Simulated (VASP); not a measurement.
A run of VASP 6.6.1 is set up as follows.

Contents of INCAR:

```
PREC = Accurate ; ENCUT = 520
EDIFF = 1E-7 ; ISMEAR = -1
SIGMA = 0.05 ; LREAL = F
LASPH = T ; NELM = 150
ALGO = Normal ; ISIF = 2
LWAVE = F ; LCHARG = F
ISPIN = 2 ; MAGMOM = -1.69 -1.69
LORBIT = 11 ; LMAXMIX = 4
GGA = PE ; NBANDS = 20
```

File KPOINTS:

```
regular mesh
0
Gamma
  24 24 13
```

The input POSCAR:

```
Co
1.0
    2.4935225139      0.0000000000      0.0000000000
   -1.2467612569      2.1594538420      0.0000000000
    0.0000000000      0.0000000000      4.0277857565
Co
2
Direct
    0.3333333333      0.6666666667      0.2500000000
    0.6666666667      0.3333333333      0.7500000000
```

Potentials or basis: VASP PAW PBE potentials, release 64 (Co).

Command:

```sh
$ cat potpaw_PBE.64/Co/POTCAR > POTCAR
$ mpirun -np 1 vasp_std > vasp.out
```

Problem. Estimate the site moments.

Solution. Co -1.63 μB.

Problem. Predict the pressure.

Solution. -0.4 GPa.
